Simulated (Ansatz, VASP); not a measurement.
**Two plane-wave programs on WS2**

```
CELL_PARAMETERS angstrom
3.15409 0.00000 0.00000
-1.57705 2.73153 0.00000
0.00000 0.00000 12.14091
ATOMIC_POSITIONS crystal
W 0.33333 0.66667 0.25000
W 0.66667 0.33333 0.75000
S 0.33333 0.66667 0.62030
S 0.66667 0.33333 0.12030
S 0.33333 0.66667 0.87970
S 0.66667 0.33333 0.37970
```

Alike in both runs: functional PBE; dispersion D3(BJ); k mesh 12 × 12 × 3; no spin polarisation.

Ansatz relaxed the structure, and its values are those at the end. VASP's run is a single point on that final structure, the one shown.

|  | VASP | Ansatz |
| --- | --- | --- |
| version | VASP 6.6.1 | Ansatz 0.2.0 |
| potentials or method | VASP PAW PBE potentials, release 64 (W_sv, S) | scalar-relativistic, plane waves, PAW |
| plane-wave cutoff (eV) | 520 | 420 |
| occupations | gaussian, width 0.01 eV | fixed |
| valence electrons in the cell | 52 | 52 |

VASP gave:

| Item | Value |
| --- | --- |
| gap on the k mesh at the Fermi level (eV) | 0.91 |
| least direct gap on the mesh (eV) | 1.83 |
| pressure (GPa) | 0.0 |

Task: Estimate Ansatz's values.

Result: gap on the k mesh at the Fermi level (eV): 0.89; least direct gap on the mesh (eV): 1.83; pressure (GPa): 0.0.

Spin-orbit coupling is off throughout.
